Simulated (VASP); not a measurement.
**Ta4In: single point with PBE**

Crystal: Ta4In.

```
CELL_PARAMETERS angstrom
-1.72507 1.72507 7.93418
1.72507 -1.72507 7.93418
1.72507 1.72507 -7.93418
ATOMIC_POSITIONS crystal
Ta 0.19946 0.19946 0.00000
Ta 0.60544 0.60544 0.00000
Ta 0.39456 0.39456 0.00000
Ta 0.80054 0.80054 0.00000
In 0.00000 0.00000 0.00000
```

```yaml
Program: VASP 6.6.1
Task: single point
Functional: PBE
Potentials_or_basis: VASP PAW PBE potentials, release 64 (Ta_pv, In_d)
Cutoff: 500 eV
k_mesh: 12 × 12 × 12
Occupations: gaussian, width 0.1 eV
Spin: no spin polarisation
Dipole_correction: no
Further_INCAR_settings: ALGO = Normal; EDIFF = 1e-06; NBANDS = 36
```

| Item | Value |
| --- | --- |
| Pressure | 0.0 GPa |
| Largest force | 0.009 eV/Å |
| Band gap on the k mesh | zero (an odd number of electrons rules out a gap without spin polarisation) |

Forces in eV/Å, atoms in the order of the input:
```
Ta   0.000  0.000 -0.003
Ta   0.000  0.000  0.009
Ta   0.000  0.000 -0.009
Ta   0.000  0.000  0.003
In   0.000  0.000  0.000
```

Levels at points of the mesh, in eV from the Fermi level:
| k point | band 26 | band 27 | band 28 | band 29 | band 30 | band 31 | band 32 | band 33 |
| --- | --- | --- | --- | --- | --- | --- | --- | --- |
| (0.00, 0.00, 0.00) | -0.05 | 0.15 | 0.53 | 0.77 | 0.77 | 1.24 | 1.88 | 1.88 |
| (0.50, 0.00, 0.00) | -1.42 | -0.46 | -0.25 | 0.09 | 0.15 | 1.56 | 1.92 | 3.02 |
| (0.50, 0.50, 0.00) | -1.13 | -1.03 | -0.36 | 0.14 | 0.55 | 2.33 | 2.71 | 2.87 |
| (0.50, 0.50, 0.50) | 0.25 | 0.25 | 0.33 | 0.75 | 0.75 | 0.76 | 0.76 | 1.27 |

Run time: 27 min on 1 thread of AMD EPYC 9R45 96-Core Processor (Zen 5) (shared host), peak memory 0.81 GiB.

Caveat: spin-orbit coupling is left out, which moves the levels of the heavy elements.
